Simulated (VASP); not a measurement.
Crystal: Ru.

```xyz
1
Lattice="2.4179 0.0000 0.0000 0.0000 2.4179 0.0000 0.0000 0.0000 2.4179" Properties=species:S:1:pos:R:3 pbc="T T T"
Ru    0.0000    0.0000    0.0000
```

```yaml
Program: VASP 6.6.1
Task: relaxation of cell and atoms
Functional: LDA
Potentials_or_basis: VASP PAW LDA potentials, release 64 (Ru_pv)
Cutoff: 600 eV
k_mesh: 17 × 17 × 17
Occupations: fermi-dirac, width 0.1 eV
Spin: no spin polarisation
```

At the start: pressure 18.3 GPa; volume 14.14 Å³/atom.

**Question.** Where does the relaxation end?

**Answer.** Over 16 steps the energy falls by 47.6 meV/atom and the volume is 15.02 Å³/atom (+6.2 %); space group Pm-3m (No. 221, to 0.05 Å).

Step by step:
| step | energy change (eV) | largest force (eV/Å) | pressure (GPa) | volume (Å³) |
| --- | --- | --- | --- | --- |
| 1 | 0.0000 | 0.0000 | 18.30 | 14.14 |
| 2 | 0.2388 | 0.0000 | -29.10 | 17.70 |
| 3 | -0.0474 | 0.0000 | -1.04 | 15.08 |
| 4 | -0.0476 | 0.0000 | -0.09 | 15.02 |
| 5 | -0.0476 | 0.0000 | 0.23 | 15.00 |
| 6 | -0.0476 | 0.0000 | 0.25 | 15.00 |
| 7 | -0.0476 | 0.0000 | 0.20 | 15.01 |
| 8 | -0.0476 | 0.0000 | 0.19 | 15.01 |
| 9 | -0.0476 | 0.0000 | 0.19 | 15.01 |
| 10 | -0.0476 | 0.0000 | 0.19 | 15.01 |
| 11 | -0.0476 | 0.0000 | 0.20 | 15.01 |
| 12 | -0.0476 | 0.0000 | 0.20 | 15.01 |
| 13 | -0.0476 | 0.0000 | 0.21 | 15.01 |
| 14 | -0.0476 | 0.0000 | 0.16 | 15.01 |
| 15 | -0.0476 | 0.0000 | 0.12 | 15.01 |
| 16 | -0.0476 | 0.0000 | 0.04 | 15.02 |

Final structure:
```
Ru
1.0
     2.46707    0.00000    0.00000
     0.00000    2.46707    0.00000
     0.00000    0.00000    2.46707
Ru
1
Direct
  0.00000 0.00000 0.00000
```
